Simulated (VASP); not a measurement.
A run of VASP 6.6.1 is set up as follows.

INCAR

```
SYSTEM = YbH3
PREC     = Accurate       ! precision mode
ENCUT    = 520            ! plane-wave cutoff, eV
EDIFF    = 1E-6           ! SCF threshold, eV
ISMEAR   = 0              ! smearing method
SIGMA    = 0.05           ! smearing width, eV
LREAL    = .False.        ! projectors in reciprocal space
LASPH    = .True.         ! aspherical terms in the spheres
NELM     = 150            ! most SCF steps
ALGO     = Normal         ! electronic algorithm
ISIF     = 2              ! what is computed and relaxed
LWAVE    = .False.        ! write WAVECAR
LCHARG   = .True.         ! write CHGCAR
ISPIN    = 2              ! spin polarisation
MAGMOM   = 1 0 0 0        ! initial moments
LORBIT   = 11             ! projections on sites
LMAXMIX  = 6              ! l up to which the mixer works
GGA      = PE             ! functional
LELF     = .True.         ! ELF
LVHAR    = .True.       
NBANDS   = 26             ! bands
```

KPOINTS

```
regular mesh
0
Gamma
  9 9 9
  0 0 0
```

The input POSCAR:

```
YbH3
1.0
    0.0000000000      2.6049710000      2.6049710000
    2.6049710000      0.0000000000      2.6049710000
    2.6049710000      2.6049710000      0.0000000000
Yb H
1 3
Direct
    0.0000000000      0.0000000000      0.0000000000
    0.5000000000      0.5000000000      0.5000000000
    0.2500000000      0.2500000000      0.2500000000
    0.7500000000      0.7500000000      0.7500000000
```

Potentials or basis: VASP PAW PBE potentials, release 64 (Yb, H).

Run with:

```bash
$ cat potpaw_PBE.64/Yb/POTCAR potpaw_PBE.64/H/POTCAR > POTCAR
$ mpirun -np 1 vasp_std > vasp.out
```

Q: What does it give for the pressure?

A: -6.1 GPa.

Q: Estimate the net moment.

A: 0.20 μB per cell.

Q: Estimate the site moments.

A: Yb +0.18; H +0.00 μB.

 The state reached can hang on the start; a lower one may exist.
